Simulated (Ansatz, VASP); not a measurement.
## CsLaS2 in VASP and in Ansatz

```
CELL_PARAMETERS angstrom
2.16598 1.25053 8.10065
-2.16598 1.25053 8.10065
0.00000 -2.50106 8.10065
ATOMIC_POSITIONS crystal
Cs 0.00000 0.00000 0.00000
La 0.50000 0.50000 0.50000
S 0.22909 0.22909 0.22909
S 0.77091 0.77091 0.77091
```

Alike in both runs: task electric field gradients; functional LDA; k mesh 8 × 8 × 8; occupations fermi-dirac, width 0.03 eV; no spin polarisation.

|  | VASP | Ansatz |
| --- | --- | --- |
| version | VASP 6.6.1 | Ansatz 0.2.0 |
| potentials or method | VASP PAW LDA potentials, release 64 (Cs_sv, La, S) | PAW with Ansatz's default frozen-core files, scalar-relativistic |
| plane-wave cutoff (eV) | 520 | 420 |
| valence electrons in the cell | 32 | 32 |

|  | VASP | Ansatz | Ansatz less VASP |
| --- | --- | --- | --- |
| gap on the k mesh at the Fermi level (eV) | 2.30 | 2.31 | +0.012 |
| pressure (GPa) | -3.1 | -3.1 | -0.01 |
| traceless stress, the component that is largest in VASP (GPa) | -0.25 | -0.26 | -0.010 |
| rms of the force components (eV/Å) | 0.074 | 0.070 | -0.0036 |
| size of Vzz on the site where it differs most (V/Å²) | 120.2 | 124.2 | +4.00 |

LDA's correlation is that of Perdew and Zunger in VASP and of Perdew and Wang (1992) in Ansatz. Atom by atom the forces differ by 0.004 eV/Å (rms over components).

Neither program's run includes spin-orbit coupling.
